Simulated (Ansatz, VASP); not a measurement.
Two plane-wave programs on MgSe

```
CELL_PARAMETERS angstrom
0.00000 2.77261 2.77261
2.77261 0.00000 2.77261
2.77261 2.77261 0.00000
ATOMIC_POSITIONS crystal
Mg 0.00000 0.00000 0.00000
Se 0.50000 0.50000 0.50000
```

Alike in both runs: task single point; functional PBE; k mesh 8 × 8 × 8; occupations gaussian, width 0.02 eV; no spin polarisation.

|  | VASP | Ansatz |
| --- | --- | --- |
| version | VASP 6.6.1 | Ansatz 0.2.0 |
| potentials or method | VASP PAW PBE potentials, release 64 (Mg, Se), cutoff 600 eV | scalar-relativistic, plane waves, PAW |
| valence electrons in the cell | 8 | 26 |

|  | VASP | Ansatz | Ansatz less VASP |
| --- | --- | --- | --- |
| gap on the k mesh at the Fermi level (eV) | 1.71 | 1.74 | +0.023 |
| least direct gap on the mesh (eV) | 2.26 | 2.27 | +0.012 |
| pressure (GPa) | -1.3 | -1.2 | +0.13 |

VASP's potentials hold 8 valence electrons a cell and Ansatz's 26, so a difference there can come from the potentials and not from the codes.
